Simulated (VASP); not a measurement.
Wanted: the native input for a VASP 6.6.1 run.

```
Task                   : single point
Functional             : PBE
Dispersion             : D3(BJ)
Potentials or basis    : VASP PAW PBE potentials, release 64 (Si, O)
Cutoff                 : 520 eV
k mesh                 : 2 × 2 × 2
Occupations            : fermi-dirac, width 0.02 eV
Spin                   : no spin polarisation
Dipole correction      : no
Further INCAR settings : LREAL = Auto; ALGO = Normal; EDIFF = 1e-06; NBANDS = 116
```

The structure of Si12O23 (a cell with a defect) lies in POSCAR:

```
Si12O23
1.0
   -2.4984000000      4.3273560000      5.4576000000
    4.9968000000      0.0000000000      5.4576000000
    4.9968000000      8.6547110000      0.0000000000
Si O
12 23
Direct
    0.7100891847      0.2717207684      0.1382950056
    0.1368562394      0.0520978796      0.1511787431
    0.5686498847      0.0822506943      0.9640819329
    0.7265169629      0.2710940749      0.6366552807
    0.1633428783      0.1591598702      0.6655409078
    0.5836087002      0.0785574535      0.4688258672
    0.2444152502      0.7999249360      0.3673755485
    0.6766063991      0.6805463787      0.3998205416
    0.0898145166      0.6810505157      0.2054659725
    0.2626128719      0.7513416135      0.8696276066
    0.6815320365      0.6773892842      0.9030289114
    0.1073918710      0.5831145788      0.6945218786
    0.9494312813      0.2108135150      0.1005351708
    0.3352432224      0.0816682406      0.0154720626
    0.1839620342      0.6425417404      0.0438322883
    0.1764896827      1.0695437386      0.2988477966
    0.6322497129      0.1306973701      0.0863004451
    0.9629797125      0.2165517665      0.6141713990
    0.3514512656      0.0761242254      0.5418450433
    0.1265817477      0.7544478257      0.5399261413
    0.1470528560      0.9827157236      0.8201694940
    0.1985929771      0.3575597274      0.6799824384
    0.6743909535      0.1167097134      0.5805472027
    0.4832170071      0.7534219918      0.3368350468
    0.8760263981      0.6199159575      0.2719827283
    0.6136659950      0.2479125377      0.3137875747
    0.6539837057      0.4961414408      0.5444999477
    0.7049877411      0.8630361156      0.4411112132
    0.2230300740      0.6030588662      0.3228229656
    0.4954153765      0.7415743259      0.8326971632
    0.8757469157      0.6060868574      0.7803344710
    0.6122696793      0.2510411167      0.8098531690
    0.6491276754      0.5014176192      0.0528502291
    0.7010290344      0.8656444118      0.9428145899
    0.2328462834      0.6176977287      0.7843466106
```

One way to write it, as run:

INCAR

```
SYSTEM = Si12O23
  ALGO = Normal
  EDIFF = 1E-6
  ENCUT = 520
  GGA = PE
  GGA_COMPAT = .FALSE.
  ISIF = 2
  ISMEAR = -1
  IVDW = 12
  LASPH = .TRUE.
  LCHARG = .FALSE.
  LREAL = Auto
  LWAVE = .FALSE.
  NBANDS = 116
  NELM = 120
  PREC = Accurate
  SIGMA = 0.02
```

KPOINTS

```
k-points
0
G
  2 2 2
  0 0 0
```

Potentials or basis: VASP PAW PBE potentials, release 64 (Si, O).

The run is started by

```console
$ cat potpaw_PBE.64/Si/POTCAR potpaw_PBE.64/O/POTCAR > POTCAR
$ mpirun -np 1 vasp_std > vasp.out
```

It gave:

| Property | Result |
| --- | --- |
| Pressure | -1.4 GPa |
| Largest force | 3.080 eV/Å |
| Band gap on the k mesh | 3.85 eV |
| Dispersion energy per atom | -0.135 eV |

Caveat: the k points lie up to 0.46 Å⁻¹ apart.

Wall time 17 min on 1 thread of AMD EPYC 7R13 Processor (Zen 3) (shared host), peak memory 0.63 GiB.
